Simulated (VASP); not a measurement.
MoRu, 2 atoms in the cell. Symmetry: P-6m2, No. 187, hexagonal system. Conventional cell: a = 2.759 Å, b = 2.759 Å, c = 4.434 Å, α = 90.00°, β = 90.00°, γ = 120.00°. Mo (site symmetry -6m2) has 6 Ru at 2.73 Å and 6 Mo at 2.76 Å within 3.6 Å. Within 3.6 Å of Ru (site symmetry -6m2) lie 6 Mo at 2.73 Å and 6 Ru at 2.76 Å. 

* Program: VASP 6.6.1
* Task: single point
* Functional: PBEsol
* Potentials or basis: VASP PAW PBE potentials, release 64 (Mo_sv, Ru_pv)
* Cutoff: 520 eV
* k mesh: 12 × 12 × 7
* Occupations: fermi-dirac, width 0.02 eV
* Spin: no spin polarisation
* Dipole correction: no
* Further INCAR settings: ALGO = Normal; EDIFF = 1e-07; NBANDS = 21

Potentials or basis: VASP PAW PBE potentials, release 64 (Mo_sv, Ru_pv).

Launch:

```bash
$ cat potpaw_PBE.64/Mo_sv/POTCAR potpaw_PBE.64/Ru_pv/POTCAR > POTCAR
$ mpirun -np 1 vasp_std > vasp.out
```

Hardware: 1 thread of AMD EPYC 7R13, with other jobs on the host.

Question: How long does it take, and how much memory?

Answer: Run time: 93 s on 1 thread of AMD EPYC 7R13, with other jobs on the host, peak memory 0.16 GiB. Counts: scf iterations 14, k points 76.
